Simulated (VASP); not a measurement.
# MgC2 (P4_2/mnm) in VASP: further runs

MgC2 is run at these levels: PBE; tasks: single point.

All numbers are computed with VASP 6.6.1; they aren't measurements. Logs are shortened: lines on timing, memory, paths and dates and some standing lists are left out, and cuts for length are marked.

### 1 The cell of the first run

Symmetry: P4_2/mnm, No. 136, tetragonal system. The conventional cell has a = 3.951 Å, b = 3.951 Å, c = 4.987 Å, α = 90.00°, β = 90.00°, γ = 90.00°. Within 2.9 Å of Mg (site symmetry mmm) lie 10 C at 2.17 to 2.86 Å. Within 1.7 Å of C (site symmetry m2m) lie 1 C at 1.26 Å.

### 2 Single point, PBE

Input file INCAR:

```
PREC = Accurate
ENCUT = 520
EDIFF = 1E-6
ISMEAR = 0
SIGMA = 0.01
LREAL = False
LASPH = True
NELM = 100
ALGO = Normal
ISIF = 2
LWAVE = False
LCHARG = True
GGA = PE
LELF = True
LVHAR = True
NBANDS = 19
```

Input file KPOINTS:

```
regular mesh
0
Gamma
  4 4 4
```

Input file POSCAR:

```
MgC2
1.0
    3.9507770000      0.0000000000      0.0000000000
    0.0000000000      3.9507770000      0.0000000000
    0.0000000000      0.0000000000      4.9870890000
Mg C
2 4
Direct
    0.5000000000      0.5000000000      0.0000000000
    0.0000000000      0.0000000000      0.5000000000
    0.8876550000      0.8876550000      0.0000000000
    0.6123450000      0.3876550000      0.5000000000
    0.1123450000      0.1123450000      0.0000000000
    0.3876550000      0.6123450000      0.5000000000
```

Potentials or basis: VASP PAW PBE potentials, release 64 (Mg, C).

Run with:

```sh
$ cat potpaw_PBE.64/Mg/POTCAR potpaw_PBE.64/C/POTCAR > POTCAR
$ mpirun -np 1 vasp_std > vasp.out
```

OUTCAR:

```text
PREC = Accurate
   ENCUT = 520
   EDIFF = 1E-6
   ISMEAR = 0
   LREAL = False
   LASPH = True
   NELM = 100
   ISIF = 2
   GGA = PE

 ion  position               nearest neighbor table
   1  0.500  0.500  0.000-   3 2.17   5 2.17   4 2.57   6 2.57   4 2.57   6 2.57   5 2.86   5 2.86
                             3 2.86   3 2.86
   2  0.000  0.000  0.500-   4 2.17   6 2.17   5 2.57   3 2.57   3 2.57   5 2.57   4 2.86   6 2.86
                             4 2.86   6 2.86
   3  0.888  0.888  0.000-   5 1.26   1 2.17   2 2.57   2 2.57   1 2.86   1 2.86
   4  0.612  0.388  0.500-   6 1.26   2 2.17   1 2.57   1 2.57   2 2.86   2 2.86
   5  0.112  0.112  0.000-   3 1.26   1 2.17   2 2.57   2 2.57   1 2.86   1 2.86
   6  0.388  0.612  0.500-   4 1.26   2 2.17   1 2.57   1 2.57   2 2.86   2 2.86

  LATTYP: Found a simple tetragonal cell.
 ALAT       =     3.9507770000
 C/A-ratio  =     1.2623058705

  Lattice vectors:

 A1 = (   3.9507770000,   0.0000000000,   0.0000000000)
 A2 = (   0.0000000000,   3.9507770000,   0.0000000000)
 A3 = (   0.0000000000,   0.0000000000,   4.9870890000)

Analysis of symmetry for initial positions (statically):
=====================================================================
 Subroutine PRICEL returns:
 Original cell was already a primitive cell.

 Routine SETGRP: Setting up the symmetry group for a
 simple tetragonal supercell.

 Subroutine GETGRP returns: Found 16 space group operations
 (whereof  8 operations were pure point group operations)
 out of a pool of 16 trial point group operations.

The static configuration has the point symmetry D_2h.
 The point group associated with its full space group is D_4h.

Analysis of symmetry for dynamics (positions and initial velocities):
=====================================================================
 Subroutine PRICEL returns:
 Original cell was already a primitive cell.

 Routine SETGRP: Setting up the symmetry group for a
 simple tetragonal supercell.

 Subroutine GETGRP returns: Found 16 space group operations
 (whereof  8 operations were pure point group operations)
 out of a pool of 16 trial point group operations.

The dynamic configuration has the point symmetry D_2h.
 The point group associated with its full space group is D_4h.

 Subroutine INISYM returns: Found 16 space group operations
 (whereof  8 operations are pure point group operations),
 and found     1 'primitive' translations

----------------------------------------------------------------------------------------

                                     Primitive cell

  volume of cell :      77.8417

  direct lattice vectors                    reciprocal lattice vectors
     3.950777000  0.000000000  0.000000000     0.253114767  0.000000000  0.000000000
     0.000000000  3.950777000  0.000000000     0.000000000  0.253114767  0.000000000
     0.000000000  0.000000000  4.987089000     0.000000000  0.000000000  0.200517777

  length of vectors
     3.950777000  3.950777000  4.987089000     0.253114767  0.253114767  0.200517777

  position of ions in fractional coordinates (direct lattice)
     0.500000000  0.500000000  0.000000000
     0.000000000  0.000000000  0.500000000
     0.887655000  0.887655000  0.000000000
     0.612345000  0.387655000  0.500000000
     0.112345000  0.112345000  0.000000000
     0.387655000  0.612345000  0.500000000

  ion indices of the primitive-cell ions
   primitive index   ion index
                 1           1
                 2           2
                 3           3
                 4           4
                 5           5
                 6           6

----------------------------------------------------------------------------------------

 KPOINTS: regular mesh

Automatic generation of k-mesh.
 Grid dimensions read from file:
 generate k-points for:    4    4    4

 Generating k-lattice:

  Cartesian coordinates                     Fractional coordinates (reciprocal lattice)
     0.063278692  0.000000000  0.000000000     0.250000000  0.000000000  0.000000000
     0.000000000  0.063278692  0.000000000     0.000000000  0.250000000  0.000000000
     0.000000000  0.000000000  0.050129444     0.000000000  0.000000000  0.250000000

  Length of vectors
     0.063278692  0.063278692  0.050129444

  Shift w.r.t. Gamma in fractional coordinates (k-lattice)
     0.000000000  0.000000000  0.000000000

 Subroutine IBZKPT returns following result:
 ===========================================

 Found     18 irreducible k-points:

 Following reciprocal coordinates:
            Coordinates               Weight
  0.000000  0.000000  0.000000      1.000000
  0.250000  0.000000  0.000000      4.000000
  0.500000  0.000000  0.000000      2.000000
  0.250000  0.250000  0.000000      4.000000
  0.500000  0.250000  0.000000      4.000000
  0.500000  0.500000  0.000000      1.000000
[... 10 lines left out ...]
  0.500000  0.250000  0.500000      4.000000
  0.500000  0.500000  0.500000      1.000000
   k-points           NKPTS =     18   k-points in BZ     NKDIM =     18   number of bands    NBANDS=     19
   number of dos      NEDOS =    301   number of ions     NIONS =      6
   total plane-waves  NPLWV =  36000
   dimension x,y,z NGX =    30 NGY =   30 NGZ =   40
   dimension x,y,z NGXF=    60 NGYF=   60 NGZF=   80
   ions per type =               2   4
   NGX,Y,Z   is equivalent  to a cutoff of  12.62, 12.62, 13.33 a.u.
   NGXF,Y,Z  is equivalent  to a cutoff of  25.25, 25.25, 26.67 a.u.
 SYSTEM =  unknown system
   PREC   = accura    normal or accurate (medium, high low for compatibility)
   ISTART =      0    job   : 0-new  1-cont  2-samecut
   ICHARG =      2    charge: 1-file 2-atom 10-const
   ISPIN  =      1    spin polarized calculation?
   LNONCOLLINEAR =      F non collinear calculations
   LSORBIT =      F    spin-orbit coupling
   LASPH  =      T    aspherical Exc in radial PAW
   ENCUT  =  520.0 eV  38.22 Ry    6.18 a.u.   7.35  7.35  9.27*2*pi/ulx,y,z
   NELM   =    100;   NELMIN=  2; NELMDL= -5     # of ELM steps
   EDIFF  = 0.1E-05   stopping-criterion for ELM
   LREAL  =      F    real-space projection
[... 7 lines left out ...]
   TEBEG  =    0.0;   TEEND  =   0.0 temperature during run
   PSTRESS=    0.0 pullay stress
   NELECT =      20.0000    total number of electrons
   NUPDOWN=      -1.0000    fix difference up-down
   EMIN   =  10.00;   EMAX   =-10.00  energy-range for DOS
   EFERMI =   0.00;   METHOD = LEGACY
   ISMEAR =     0;   SIGMA  =   0.01  broadening in eV -4-tet -1-fermi 0-gaus
   EFERMI_NEDOS =   21; number of points for ismear=-14 and -15
   IALGO  =     38    algorithm
   IMIX   =      4    mixing-type and parameters
     AMIX     =   0.40;   BMIX     =  1.00
     AMIX_MAG =   1.60;   BMIX_MAG =  1.00
  volume/ion in A,a.u.               =      12.97        87.55
  Fermi-wavevector in a.u.,A,eV,Ry     =   1.040752  1.966737 14.737364  1.083166
  Thomas-Fermi vector in A             =   2.175342
   LORBIT       =      0    0 simple, 1 ext, 2 COOP (PROOUT), +10 PAW based schemes
   GGA     = PE    functional components
   LHFCALC =     F    Hartree Fock is set to
   AEXX    =    0.0000 exact exchange contribution
   IVDW    =     0    specifies the selected vdW correction
   LEPSILON=     F    determine dielectric tensor
   LRPA    =     F    only Hartree local field effects (RPA)
 non-spin polarized calculation
 Gauss-broadening in eV      SIGMA  =   0.01
  energy-cutoff  :      520.00
  volume of cell :       77.84
 maximum number of plane-waves:      2146
 NGX is ok and might be reduce to    30
   NGX = 15   NGY = 15   NGZ = 19

 number of electron      20.0000000 magnetization

 Free energy of the ion-electron system (eV)
  ---------------------------------------------------
  ext. energy  EPLUGINS =         0.00000000
  ---------------------------------------------------
  free energy    TOTEN  =       -37.38051249 eV

  energy without entropy =      -37.38051249  energy(sigma->0) =      -37.38051249

 E-fermi :   1.2313     XC(G=0):  -9.5069

 val. band max:        1.1078099045   @ k =   0.5000   0.5000   0.5000
 cond. band min:       3.6884431239   @ k =   0.0000   0.0000   0.0000
 fundamental gap:      2.5806332194
 Fermi energy:         1.2313448182

 k-point     1 :       0.0000    0.0000    0.0000
  band No.  band energies     occupation
      1     -11.7862      2.00000
      2     -10.9171      2.00000
      3      -2.3371      2.00000
      4      -1.9379      2.00000
      5      -1.9379      2.00000
      6      -1.8757      2.00000
[... 11 lines left out ...]
     18      12.0360      0.00000
     19      12.5819      0.00000

 k-point     2 :       0.2500    0.0000    0.0000
  band No.  band energies     occupation
      1     -11.5955      2.00000
      2     -10.9614      2.00000
      3      -2.7799      2.00000
      4      -2.7658      2.00000
      5      -1.9580      2.00000
      6      -1.2895      2.00000
[... 11 lines left out ...]
     18      11.2285      0.00000
     19      12.0474      0.00000

 k-point     3 :       0.5000    0.0000    0.0000
  band No.  band energies     occupation
      1     -11.2030      2.00000
      2     -11.2030      2.00000
      3      -3.3187      2.00000
      4      -3.3187      2.00000
      5      -0.9531      2.00000
      6      -0.9531      2.00000
[... 11 lines left out ...]
     18      11.1889      0.00000
     19      12.1757      0.00000

 k-point     4 :       0.2500    0.2500    0.0000
  band No.  band energies     occupation
      1     -11.4356      2.00000
      2     -10.9739      2.00000
      3      -3.1568      2.00000
      4      -2.9518      2.00000
      5      -1.6154      2.00000
      6      -1.5853      2.00000
[... 11 lines left out ...]
     18      12.0356      0.00000
     19      13.1623      0.00000

 k-point     5 :       0.5000    0.2500    0.0000
  band No.  band energies     occupation
      1     -11.1281      2.00000
      2     -11.1281      2.00000
      3      -3.4427      2.00000
      4      -3.4427      2.00000
      5      -0.8881      2.00000
      6      -0.8881      2.00000
[... 11 lines left out ...]
     18      11.8678      0.00000
     19      12.9264      0.00000

 k-point     6 :       0.5000    0.5000    0.0000
  band No.  band energies     occupation
      1     -11.0493      2.00000
      2     -11.0493      2.00000
      3      -3.6599      2.00000
      4      -3.6599      2.00000
      5      -0.6765      2.00000
      6      -0.6765      2.00000
[... 11 lines left out ...]
     18      11.9406      0.00000
     19      14.2251      0.00000

 k-point     7 :       0.0000    0.0000    0.2500
  band No.  band energies     occupation
      1     -11.6601      2.00000
      2     -11.0433      2.00000
      3      -2.5211      2.00000
      4      -2.1462      2.00000
      5      -1.8615      2.00000
      6      -1.8615      2.00000
[... 11 lines left out ...]
     18      12.6965      0.00000
     19      12.7000      0.00000

 k-point     8 :       0.2500    0.0000    0.2500
  band No.  band energies     occupation
      1     -11.4942      2.00000
      2     -11.0426      2.00000
      3      -3.1234      2.00000
      4      -2.9890      2.00000
      5      -1.5446      2.00000
      6      -1.2318      2.00000
[... 124 lines left out ...]
 k-point    14 :       0.2500    0.0000    0.5000
  band No.  band energies     occupation
      1     -11.2585      2.00000
      2     -11.2585      2.00000
      3      -3.2643      2.00000
      4      -3.2643      2.00000
      5      -1.1866      2.00000
      6      -1.1866      2.00000
[... 11 lines left out ...]
     18      11.1962      0.00000
     19      12.6941      0.00000

 k-point    15 :       0.5000    0.0000    0.5000
  band No.  band energies     occupation
      1     -11.1593      2.00000
      2     -11.1593      2.00000
      3      -3.7969      2.00000
      4      -3.7969      2.00000
      5      -0.4509      2.00000
      6      -0.4509      2.00000
[... 11 lines left out ...]
     18      11.4722      0.00000
     19      12.7907      0.00000

 k-point    16 :       0.2500    0.2500    0.5000
  band No.  band energies     occupation
      1     -11.1783      2.00000
      2     -11.1751      2.00000
      3      -3.5077      2.00000
      4      -2.6900      2.00000
      5      -2.6444      2.00000
      6      -0.7957      2.00000
[... 11 lines left out ...]
     18      11.3345      0.00000
     19      12.7119      0.00000

 k-point    17 :       0.5000    0.2500    0.5000
  band No.  band energies     occupation
      1     -11.0905      2.00000
      2     -11.0905      2.00000
      3      -3.5129      2.00000
      4      -3.5129      2.00000
      5      -1.6379      2.00000
      6      -1.6379      2.00000
[... 11 lines left out ...]
     18      11.1479      0.00000
     19      12.8886      0.00000

 k-point    18 :       0.5000    0.5000    0.5000
  band No.  band energies     occupation
      1     -11.0186      2.00000
      2     -11.0186      2.00000
      3      -3.2771      2.00000
      4      -3.2771      2.00000
      5      -1.5539      2.00000
      6      -1.5539      2.00000
[... 11 lines left out ...]
     18      11.4777      0.00000
     19      11.6353      0.00000

------------------------ aborting loop because EDIFF is reached ----------------------------------------

  FORCE on cell =-STRESS in cart. coord.  units (eV):
  Direction    XX          YY          ZZ          XY          YZ          ZX
  --------------------------------------------------------------------------------------
  -------------------------------------------------------------------------------------
  Total       -0.2085075     -0.2085075     -0.1272264      0.0000000      0.0000000      0.0000000
  in kB       -4.2916089     -4.2916089     -2.6186391      0.0000000      0.0000000      0.0000000
  external PRESSURE =      -3.7339523 kB  Pullay stress =       0.0000000 kB

 VOLUME and BASIS-vectors are now :
 -----------------------------------------------------------------------------
  energy-cutoff  :      520.00
  volume of cell :       77.84
      direct lattice vectors                 reciprocal lattice vectors
     3.950777000  0.000000000  0.000000000     0.253114767  0.000000000  0.000000000
     0.000000000  3.950777000  0.000000000     0.000000000  0.253114767  0.000000000
     0.000000000  0.000000000  4.987089000     0.000000000  0.000000000  0.200517777

 POSITION                                       TOTAL-FORCE (eV/Angst)
 -----------------------------------------------------------------------------------
      1.97539      1.97539      0.00000         0.000000      0.000000      0.000000
      0.00000      0.00000      2.49354         0.000000      0.000000      0.000000
      3.50693      3.50693      0.00000        -0.009728     -0.009728      0.000000
      2.41924      1.53154      2.49354         0.009728     -0.009728      0.000000
      0.44385      0.44385      0.00000         0.009728      0.009728     -0.000000
      1.53154      2.41924      2.49354        -0.009728      0.009728     -0.000000
 -----------------------------------------------------------------------------------
    total drift:                               -0.000000     -0.000000      0.000000

  FREE ENERGIE OF THE ION-ELECTRON SYSTEM (eV)
  ---------------------------------------------------
  free  energy   TOTEN  =       -37.3805124924 eV

  energy  without entropy=      -37.3805124924  energy(sigma->0) =      -37.38051249
```

Wall time 21 s (1 thread of Intel Xeon Platinum 8488C (Sapphire Rapids), shared host); peak memory 0.18 GiB.

What came out:

| Item | Value |
| --- | --- |
| Free energy | -37.3805 eV |
| Pressure | -0.4 GPa |
| Largest force | 0.014 eV/Å |
| Band gap on the k mesh | 2.58 eV, indirect (least direct gap 2.96 eV) |

Forces on the atoms (eV/Å):
```
Mg   0.000  0.000  0.000
Mg   0.000  0.000  0.000
C   -0.010 -0.010  0.000
C    0.010 -0.010  0.000
C    0.010  0.010  0.000
C   -0.010  0.010  0.000
```

### 3 Single point, PBE

This run uses another cell than the first one, of 13.49 Å³/atom, 1.040 times its volume.

Input file INCAR:

```
PREC = Accurate ; ENCUT = 520
EDIFF = 1E-6 ; ISMEAR = 0
SIGMA = 0.01 ; LREAL = F
LASPH = T ; NELM = 60
ALGO = Normal ; ISIF = 2
LWAVE = F ; LCHARG = F
GGA = PE ; NBANDS = 19
```

KPOINTS is that of step 2.

POSCAR: that of step 2 with these lines changed.

```diff
@@ -2,5 +2,5 @@
 1.0
-    3.9507770000      0.0000000000      0.0000000000
-    0.0000000000      3.9507770000      0.0000000000
-    0.0000000000      0.0000000000      4.9870890000
+    4.0027668699      0.0000000000      0.0000000000
+    0.0000000000      4.0027668699      0.0000000000
+    0.0000000000      0.0000000000      5.0527161180
 Mg C
```

Potentials or basis: VASP PAW PBE potentials, release 64 (Mg, C).

Run with:

```sh
$ cat potpaw_PBE.64/Mg/POTCAR potpaw_PBE.64/C/POTCAR > POTCAR
$ mpirun -np 1 vasp_std > vasp.out
```

Run time: 21 s. Hardware: 1 thread of Intel Xeon Platinum 8488C (Sapphire Rapids), shared host; peak memory 0.18 GiB.

Results (log left out):

```
Free energy            : -37.3315 eV
Pressure               : -4.6 GPa
Largest force          : 0.988 eV/Å
Band gap on the k mesh : 2.63 eV, indirect (least direct gap 2.97 eV)
```

Forces on the atoms (eV/Å):
```
Mg   0.000  0.000  0.000
Mg   0.000  0.000  0.000
C    0.698  0.698  0.000
C   -0.698  0.698  0.000
C   -0.698 -0.698  0.000
C    0.698 -0.698  0.000
```

Stress tensor (GPa, compression positive):
```
-5.81  0.00  0.00
 0.00 -5.81  0.00
 0.00  0.00 -2.25
```

Levels at points of the mesh, in eV from the valence-band top:
| k point | band 6 | band 7 | band 8 | band 9 | band 10 | band 11 | band 12 | band 13 | band 14 | band 15 |
| --- | --- | --- | --- | --- | --- | --- | --- | --- | --- | --- |
| (0.00, 0.00, 0.00) | -2.90 | -1.32 | -0.40 | -0.34 | -0.34 | 2.63 | 5.16 | 5.50 | 5.50 | 6.71 |
| (0.50, 0.00, 0.00) | -1.95 | -1.63 | -1.63 | -0.29 | -0.29 | 5.25 | 5.25 | 5.37 | 5.37 | 7.20 |
| (0.50, 0.50, 0.00) | -1.71 | -1.58 | -1.58 | -0.98 | -0.98 | 3.92 | 3.92 | 6.32 | 6.32 | 7.86 |
| (0.00, 0.00, 0.50) | -2.94 | -0.65 | -0.65 | -0.30 | -0.30 | 3.65 | 3.65 | 5.61 | 5.61 | 8.74 |
| (0.50, 0.00, 0.50) | -1.54 | -1.25 | -1.25 | -0.62 | -0.62 | 3.96 | 3.96 | 6.30 | 6.30 | 8.81 |
| (0.50, 0.50, 0.50) | -2.51 | -2.51 | -2.51 | 0.00 | 0.00 | 5.12 | 5.12 | 7.44 | 7.44 | 7.88 |

A k mesh can miss the band edges. PBE gaps usually lie below the measured ones, often by a third to a half.

(Continued in part 2 of 2.)
